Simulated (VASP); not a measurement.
A run of VASP 6.6.1:

The input INCAR:

```
ALGO     = Normal         # electronic algorithm
EDIFF    = 1E-7           # SCF threshold, eV
ENCUT    = 520            # plane-wave cutoff, eV
GGA      = PE             # functional
ISIF     = 2              # what is computed and relaxed
ISMEAR   = 0              # smearing method
LASPH    = T              # aspherical terms in the spheres
LCHARG   = F              # write CHGCAR
LREAL    = F              # projectors in reciprocal space
LWAVE    = F              # write WAVECAR
NBANDS   = 35             # bands
NELM     = 80             # most SCF steps
PREC     = Accurate       # precision mode
SIGMA    = 0.1            # smearing width, eV
```

Contents of KPOINTS:

```
k-points
0
Gamma
  10 10 4
```

File POSCAR:

```
TiSi6Mo
1.0
    3.3278494512      0.0000000000      0.0000000000
    0.0000000000      3.3278494512      0.0000000000
    0.0000000000      0.0000000000     10.2187653602
Ti Si Mo
1 6 1
Direct
    0.0000000000      0.0000000000      0.0000000000
    0.5000000000      0.5000000000      0.8712509237
    0.5000000000      0.5000000000      0.1287490763
    0.0000000000      0.0000000000      0.7522428281
    0.0000000000      0.0000000000      0.2477571719
    0.5000000000      0.5000000000      0.6264414380
    0.5000000000      0.5000000000      0.3735585620
    0.0000000000      0.0000000000      0.5000000000
```

Potentials or basis: VASP PAW PBE potentials, release 64 (Ti_sv, Si, Mo_sv).

Command:

```console
$ cat potpaw_PBE.64/Ti_sv/POTCAR potpaw_PBE.64/Si/POTCAR potpaw_PBE.64/Mo_sv/POTCAR > POTCAR
$ mpirun -np 1 vasp_std > vasp.out
```

Hardware: 1 thread of Intel(R) Xeon(R) 6975P-C (Granite Rapids), with other jobs on the host.

Q: How long does it take, and how much memory?

A: Wall time 2.6 min on 1 thread of Intel(R) Xeon(R) 6975P-C (Granite Rapids), with other jobs on the host, peak memory 0.39 GiB. Counts: scf iterations 18, k points 63.
